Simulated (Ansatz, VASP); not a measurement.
**One calculation of Ti3Al, two programs**

```
Ti Al
1.0
     0.00000    3.23178    3.23178
     3.23178    0.00000    3.23178
     3.23178    3.23178    0.00000
Ti Al
3 1
Direct
  0.00180 0.00089 0.99179
  0.25718 0.23317 0.25936
  0.75731 0.77006 0.73104
  0.49383 0.50191 0.50427
```

Change from the starting cell: atoms moved at random, drawn with an rms of 0.05 Å.

Alike in both runs: task single point; functional PBE; k mesh 7 × 7 × 7; occupations fermi-dirac, width 0.05 eV; no spin polarisation.

|  | VASP | Ansatz |
| --- | --- | --- |
| version | VASP 6.6.1 | Ansatz 0.2.0 |
| potentials or method | VASP PAW PBE potentials, release 64 (Ti_sv, Al) | Ansatz PAW |
| plane-wave cutoff (eV) | 500 | 420 |
| valence electrons in the cell | 39 | 39 |

|  | VASP | Ansatz | Ansatz less VASP |
| --- | --- | --- | --- |
| gap on the k mesh at the Fermi level (eV) | none | none | - |
| pressure (GPa) | -0.8 | -0.7 | +0.17 |
| traceless stress, the component that is largest in VASP (GPa) | -1.02 | -1.02 | -0.002 |
| rms of the force components (eV/Å) | 0.213 | 0.213 | +0.0003 |

Atom by atom the forces differ by 0.001 eV/Å (rms over components). A gap of «none» marks a metal or a gap that the smearing closes.
